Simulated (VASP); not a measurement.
# Mo (Im-3m) in VASP: further runs, part 2 of 2

VASP 6.6.1. Earlier steps stand in the parts before.

## 6. Single point, LDA

Contents of INCAR:

```
PREC = Accurate
ENCUT = 520
EDIFF = 1E-7
ISMEAR = 1
SIGMA = 0.01
LREAL = False
LASPH = True
NELM = 60
ALGO = Normal
ISIF = 2
LWAVE = False
LCHARG = False
GGA = CA
NBANDS = 13
```

Contents of KPOINTS:

```
regular mesh
0
Gamma
  14 14 14
```

Contents of POSCAR:

```
Mo
1.0
   -1.5565618036      1.5565618036      1.5565618036
    1.5565618036     -1.5565618036      1.5565618036
    1.5565618036      1.5565618036     -1.5565618036
Mo
1
Direct
    0.0000000000      0.0000000000      0.0000000000
```

Potentials or basis: VASP PAW LDA potentials, release 64 (Mo_sv).

Started as:

```console
> cat potpaw_LDA.64/Mo_sv/POTCAR > POTCAR
> mpirun -np 1 vasp_std > vasp.out
```

OUTCAR:

```text
PREC = Accurate
   ENCUT = 520
   EDIFF = 1E-7
   ISMEAR = 1
   LREAL = False
   LASPH = True
   NELM = 60
   ISIF = 2
   GGA = CA

 ion  position               nearest neighbor table
   1  0.000  0.000  0.000-

  LATTYP: Found a body centered cubic cell.
 ALAT       =     3.1131236072

  Lattice vectors:

 A1 = (  -1.5565618036,   1.5565618036,   1.5565618036)
 A2 = (   1.5565618036,  -1.5565618036,   1.5565618036)
 A3 = (   1.5565618036,   1.5565618036,  -1.5565618036)

Analysis of symmetry for initial positions (statically):
=====================================================================
 Subroutine PRICEL returns:
 Original cell was already a primitive cell.

 Routine SETGRP: Setting up the symmetry group for a
 body centered cubic supercell.

 Subroutine GETGRP returns: Found 48 space group operations
[... 9 lines left out ...]

 Routine SETGRP: Setting up the symmetry group for a
 body centered cubic supercell.

 Subroutine GETGRP returns: Found 48 space group operations
[... 11 lines left out ...]
                                     Primitive cell

  volume of cell :      15.0855

  direct lattice vectors                    reciprocal lattice vectors
    -1.556561804  1.556561804  1.556561804     0.000000000  0.321220782  0.321220782
     1.556561804 -1.556561804  1.556561804     0.321220782  0.000000000  0.321220782
     1.556561804  1.556561804 -1.556561804     0.321220782  0.321220782  0.000000000

  length of vectors
     2.696044129  2.696044129  2.696044129     0.454274787  0.454274787  0.454274787

  position of ions in fractional coordinates (direct lattice)
     0.000000000  0.000000000  0.000000000

  ion indices of the primitive-cell ions
   primitive index   ion index
                 1           1

----------------------------------------------------------------------------------------

 KPOINTS: regular mesh

Automatic generation of k-mesh.
 Grid dimensions read from file:
 generate k-points for:   14   14   14

 Generating k-lattice:

  Cartesian coordinates                     Fractional coordinates (reciprocal lattice)
     0.000000000  0.022944342  0.022944342     0.071428571  0.000000000  0.000000000
     0.022944342  0.000000000  0.022944342     0.000000000  0.071428571  0.000000000
     0.022944342  0.022944342  0.000000000     0.000000000  0.000000000  0.071428571

  Length of vectors
     0.032448199  0.032448199  0.032448199

  Shift w.r.t. Gamma in fractional coordinates (k-lattice)
     0.000000000  0.000000000  0.000000000

 Subroutine IBZKPT returns following result:
 ===========================================

 Found    104 irreducible k-points:

 Following reciprocal coordinates:
            Coordinates               Weight
  0.000000  0.000000  0.000000      1.000000
  0.071429  0.000000  0.000000     12.000000
  0.142857  0.000000  0.000000     12.000000
  0.214286  0.000000  0.000000     12.000000
  0.285714  0.000000  0.000000     12.000000
  0.357143  0.000000  0.000000     12.000000
[... 16 lines left out ...]
  0.285714  0.285714  0.000000     24.000000
  0.357143  0.285714  0.000000     24.000000
 [... further k-points ...]
   k-points           NKPTS =    104   k-points in BZ     NKDIM =    104   number of bands    NBANDS=     13
   number of dos      NEDOS =    301   number of ions     NIONS =      1
   total plane-waves  NPLWV =   8000
   dimension x,y,z NGX =    20 NGY =   20 NGZ =   20
   dimension x,y,z NGXF=    40 NGYF=   40 NGZF=   40
   ions per type =               1
   NGX,Y,Z   is equivalent  to a cutoff of  12.33, 12.33, 12.33 a.u.
   NGXF,Y,Z  is equivalent  to a cutoff of  24.67, 24.67, 24.67 a.u.
 SYSTEM =  unknown system
   PREC   = accura    normal or accurate (medium, high low for compatibility)
   ISTART =      0    job   : 0-new  1-cont  2-samecut
   ICHARG =      2    charge: 1-file 2-atom 10-const
   ISPIN  =      1    spin polarized calculation?
   LNONCOLLINEAR =      F non collinear calculations
   LSORBIT =      F    spin-orbit coupling
   LASPH  =      T    aspherical Exc in radial PAW
   ENCUT  =  520.0 eV  38.22 Ry    6.18 a.u.   5.01  5.01  5.01*2*pi/ulx,y,z
   NELM   =     60;   NELMIN=  2; NELMDL= -5     # of ELM steps
   EDIFF  = 0.1E-06   stopping-criterion for ELM
   LREAL  =      F    real-space projection
   EDIFFG = 0.1E-05   stopping-criterion for IOM
   NSW    =      0    number of steps for IOM
   IBRION =     -1    ionic relax: 0-MD 1-quasi-New 2-CG
   NFREE  =      0    steps in history (QN), initial steepest desc. (CG)
   ISIF   =      2    stress and relaxation
   ISYM   =      2    0-nonsym 1-usesym 2-fastsym
   POTIM  = 0.5000    time-step for ionic-motion
   TEBEG  =    0.0;   TEEND  =   0.0 temperature during run
   PSTRESS=    0.0 pullay stress
   NELECT =      14.0000    total number of electrons
   NUPDOWN=      -1.0000    fix difference up-down
   EMIN   =  10.00;   EMAX   =-10.00  energy-range for DOS
   EFERMI =   0.00;   METHOD = LEGACY
   ISMEAR =     1;   SIGMA  =   0.01  broadening in eV -4-tet -1-fermi 0-gaus
   EFERMI_NEDOS =   21; number of points for ismear=-14 and -15
   IALGO  =     38    algorithm
   IMIX   =      4    mixing-type and parameters
     AMIX     =   0.40;   BMIX     =  1.00
     AMIX_MAG =   1.60;   BMIX_MAG =  1.00
  volume/ion in A,a.u.               =      15.09       101.80
  Fermi-wavevector in a.u.,A,eV,Ry     =   1.596851  3.017611 34.693959  2.549934
  Thomas-Fermi vector in A             =   2.694549
   LORBIT       =      0    0 simple, 1 ext, 2 COOP (PROOUT), +10 PAW based schemes
   GGA     = CA    functional components
   LHFCALC =     F    Hartree Fock is set to
   AEXX    =    0.0000 exact exchange contribution
   IVDW    =     0    specifies the selected vdW correction
   LEPSILON=     F    determine dielectric tensor
   LRPA    =     F    only Hartree local field effects (RPA)
 non-spin polarized calculation
 Methfessel and Paxton  Order N= 1 SIGMA  =   0.01
  energy-cutoff  :      520.00
  volume of cell :       15.09
 maximum number of plane-waves:       420
   NGX =  9   NGY =  9   NGZ =  9

 number of electron      13.9999996 magnetization

 Free energy of the ion-electron system (eV)
  ---------------------------------------------------
  ext. energy  EPLUGINS =         0.00000000
  ---------------------------------------------------
  free energy    TOTEN  =       -12.11278750 eV

  energy without entropy =      -12.11278155  energy(sigma->0) =      -12.11278552

 E-fermi :  13.1012     XC(G=0): -13.8057

 val. band max:       13.0899255636   @ k =  -0.1429   0.2143   0.0714
 cond. band min:      13.1052466769   @ k =  -0.3571   0.3571   0.2857
 fundamental gap:      0.0153211134
 Fermi energy:        13.1011756334

 k-point     1 :       0.0000    0.0000    0.0000
  band No.  band energies     occupation
      1     -47.9110      2.00000
      2     -21.2625      2.00000
      3     -21.2625      2.00000
      4     -21.2625      2.00000
      5       5.7116      2.00000
      6      11.5932      2.00000
      7      11.5932      2.00000
      8      11.5932      2.00000
      9      14.7339      0.00000
     10      14.7339      0.00000
     11      27.9268      0.00000
     12      27.9268      0.00000
     13      27.9268      0.00000

 k-point     2 :       0.0714    0.0000    0.0000
  band No.  band energies     occupation
      1     -47.8959      2.00000
      2     -21.3472      2.00000
      3     -21.2885      2.00000
      4     -21.2632      2.00000
      5       5.9467      2.00000
      6      11.4592      2.00000
      7      11.5703      2.00000
      8      11.8162      2.00000
      9      14.5382      0.00000
     10      14.7371      0.00000
     11      28.1058      0.00000
     12      28.3240      0.00000
     13      28.4092      0.00000
[... 321 lines left out ...]
 k-point    23 :       0.2857    0.2857    0.0000
  band No.  band energies     occupation
      1     -47.5707      2.00000
      2     -22.5429      2.00000
      3     -22.1221      2.00000
      4     -21.4533      2.00000
      5       8.9638      2.00000
      6      10.0926      2.00000
      7      11.2621      2.00000
      8      14.7489      0.00000
      9      15.6109      0.00000
     10      21.5246      0.00000
     11      24.2392      0.00000
     12      26.0330      0.00000
     13      30.3145      0.00000

 k-point    24 :       0.3571    0.2857    0.0000
  band No.  band energies     occupation
      1     -47.5608      2.00000
      2     -22.4836      2.00000
      3     -22.2403      2.00000
      4     -21.4615      2.00000
      5       8.9914      2.00000
      6      10.2783      2.00000
      7      11.0868      2.00000
      8      15.0021      0.00000
      9      15.5286      0.00000
     10      22.8681      0.00000
     11      23.5590      0.00000
     12      25.0171      0.00000
     13      30.6850      0.00000

 [... further k-points ...]
[... 5 lines left out ...]
  --------------------------------------------------------------------------------------
  -------------------------------------------------------------------------------------
  Total        0.1243139      0.1243139      0.1243139     -0.0000000      0.0000000      0.0000000
  in kB       13.2029563     13.2029563     13.2029563     -0.0000000      0.0000000      0.0000000
  external PRESSURE =      13.2029563 kB  Pullay stress =       0.0000000 kB

 VOLUME and BASIS-vectors are now :
 -----------------------------------------------------------------------------
  energy-cutoff  :      520.00
  volume of cell :       15.09
      direct lattice vectors                 reciprocal lattice vectors
    -1.556561804  1.556561804  1.556561804     0.000000000  0.321220782  0.321220782
     1.556561804 -1.556561804  1.556561804     0.321220782  0.000000000  0.321220782
     1.556561804  1.556561804 -1.556561804     0.321220782  0.321220782  0.000000000

 POSITION                                       TOTAL-FORCE (eV/Angst)
 -----------------------------------------------------------------------------------
      0.00000      0.00000      0.00000         0.000000      0.000000     -0.000000
 -----------------------------------------------------------------------------------
    total drift:                                0.000000     -0.000000      0.000000

  FREE ENERGIE OF THE ION-ELECTRON SYSTEM (eV)
  ---------------------------------------------------
  free  energy   TOTEN  =       -12.1127875000 eV

  energy  without entropy=      -12.1127815467  energy(sigma->0) =      -12.11278552
```

OSZICAR:

```text
N       E                     dE             d eps       ncg     rms          rms(c)
DAV:   1     0.962054904260E+02    0.96205E+02   -0.78690E+03  2712   0.111E+03
DAV:   2    -0.116148341570E+02   -0.10782E+03   -0.10328E+03  3004   0.322E+02
DAV:   3    -0.128328505915E+02   -0.12180E+01   -0.12130E+01  3064   0.354E+01
DAV:   4    -0.128358751514E+02   -0.30246E-02   -0.30245E-02  3024   0.207E+00
DAV:   5    -0.128358957286E+02   -0.20577E-04   -0.20575E-04  3089   0.153E-01    0.169E+01
DAV:   6    -0.122168287044E+02    0.61907E+00   -0.71176E-01  2799   0.108E+01    0.446E+00
DAV:   7    -0.121194354839E+02    0.97393E-01   -0.14336E-01  2944   0.449E+00    0.941E-01
DAV:   8    -0.121129518715E+02    0.64836E-02   -0.48658E-03  2804   0.900E-01    0.209E-01
DAV:   9    -0.121127751010E+02    0.17677E-03   -0.18238E-04  3198   0.170E-01    0.786E-02
DAV:  10    -0.121127875021E+02   -0.12401E-04   -0.76876E-06  2824   0.312E-02    0.376E-03
DAV:  11    -0.121127875000E+02    0.21171E-08   -0.21676E-07  3014   0.560E-03
   1 F= -.12112787E+02 E0= -.12112786E+02  d E =-.595331E-05
```

It took 24 s on 1 thread of AMD EPYC 7R13, shared host; peak memory 0.1 GiB.

Results:

```
Free energy            : -12.1128 eV
Pressure               : 1.3 GPa
Band gap on the k mesh : zero (band 7 reaches 17.25 eV, above the bottom of band 8 at 11.59 eV)
```

## 7. Single point, LDA

Contents of INCAR:

```
PREC = Accurate
ENCUT = 520
EDIFF = 1E-7
ISMEAR = 1
SIGMA = 0.03
LREAL = False
LASPH = True
NELM = 60
ALGO = Normal
ISIF = 2
LWAVE = False
LCHARG = True
GGA = CA
LELF = True
LVHAR = True
NBANDS = 13
```

KPOINTS is that of step 6.

POSCAR is that of step 6.

Started as:

```console
> cat potpaw_LDA.64/Mo_sv/POTCAR > POTCAR
> mpirun -np 1 vasp_std > vasp.out
```

It took 26 s on 1 thread of AMD EPYC 7R13, shared host; peak memory 0.1 GiB.

The run converged. Its results:

| Item | Value |
| --- | --- |
| Free energy | -12.1128 eV |
| Pressure | 1.4 GPa |
| Band gap on the k mesh | zero (band 7 reaches 17.25 eV, above the bottom of band 8 at 11.59 eV) |

Levels at points of the mesh, in eV from the Fermi level:
```
           k point  band 5  band 6  band 7  band 8  band 9  band 10
(0.00, 0.00, 0.00)   -7.39   -1.50   -1.50   -1.50    1.64     1.64
(0.50, 0.00, 0.00)   -5.61   -3.64    1.69    1.77    2.34     4.97
(0.50, 0.50, 0.50)   -5.79   -5.79    4.16    4.16    4.16     9.28
```

## 8. The runs side by side

```tsv
smearing	gap on the mesh (eV)	pressure (GPa)
gaussian 0.2 eV	none	1.3
gaussian 0.3 eV	none	1.2
gaussian 0.6 eV	none	1.2
gaussian 1 eV	none	2.3
methfessel-paxton 0.01 eV	none	1.3
methfessel-paxton 0.03 eV	none	1.4
```

Alike in all rows: task single point; level LDA; potentials or basis VASP PAW LDA potentials, release 64 (Mo_sv); no spin polarisation; cell as given; k mesh 14 × 14 × 14; cutoff (eV) 520.

Every run on the cell as given and a fine mesh finds a metal.

Total energies depend on the potentials used, so only differences within one code and one set of settings carry meaning.
